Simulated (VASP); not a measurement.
Write the native input for VASP 6.6.1 that does the following.

| Quantity | Value |
| --- | --- |
| Task | single point |
| Functional | LDA |
| Potentials or basis | VASP PAW LDA potentials, release 64 (Hg, Te) |
| Cutoff | 520 eV |
| k mesh | 11 × 11 × 11 |
| Occupations | fermi-dirac, width 0.03 eV |
| Spin | no spin polarisation |
| Dipole correction | no |
| Further INCAR settings | ALGO = Normal; EDIFF = 1e-07; NBANDS = 16 |

The structure of HgTe lies in POSCAR:

```
HgTe
1.0
    0.0000000000      3.2235000000      3.3202050000
    3.2235000000      0.0000000000      3.3202050000
    3.2235000000      3.2235000000      0.0000000000
Hg Te
1 1
Direct
    0.0000000000      0.0000000000      0.0000000000
    0.7500000000      0.7500000000      0.7500000000
```

This cell differs from its parent crystal: zz strain of +3 %.

One way to write it, as run:

INCAR

```
SYSTEM = HgTe
PREC     = Accurate       ! precision mode
ENCUT    = 520            ! plane-wave cutoff, eV
EDIFF    = 1E-7           ! SCF threshold, eV
ISMEAR   = -1             ! smearing method
SIGMA    = 0.03           ! smearing width, eV
LREAL    = .FALSE.        ! projectors in reciprocal space
LASPH    = .TRUE.         ! aspherical terms in the spheres
NELM     = 60             ! most SCF steps
ALGO     = Normal         ! electronic algorithm
ISIF     = 2              ! what is computed and relaxed
LWAVE    = .FALSE.        ! write WAVECAR
LCHARG   = .FALSE.        ! write CHGCAR
GGA      = CA             ! functional
NBANDS   = 16             ! bands
```

KPOINTS

```
Automatic mesh
0
G
  11 11 11
  0 0 0
```

Potentials or basis: VASP PAW LDA potentials, release 64 (Hg, Te).

Launch:

```console
$ cat potpaw_LDA.64/Hg/POTCAR potpaw_LDA.64/Te/POTCAR > POTCAR
$ mpirun -np 1 vasp_std > vasp.out
```

Results of the run:

| Property | Result |
| --- | --- |
| Pressure | -1.3 GPa |
| Band gap on the k mesh | zero (filled and empty bands touch) |

Caveat: the cell differs from its parent crystal (zz strain of +3 %); semilocal functionals underestimate gaps, so a narrow gap can read as zero; spin-orbit coupling is left out, which moves the levels of the heavy elements.

Run time: 54 s on 1 thread of AMD EPYC 9R45 96-Core Processor (Zen 5) (shared host), peak memory 0.25 GiB.
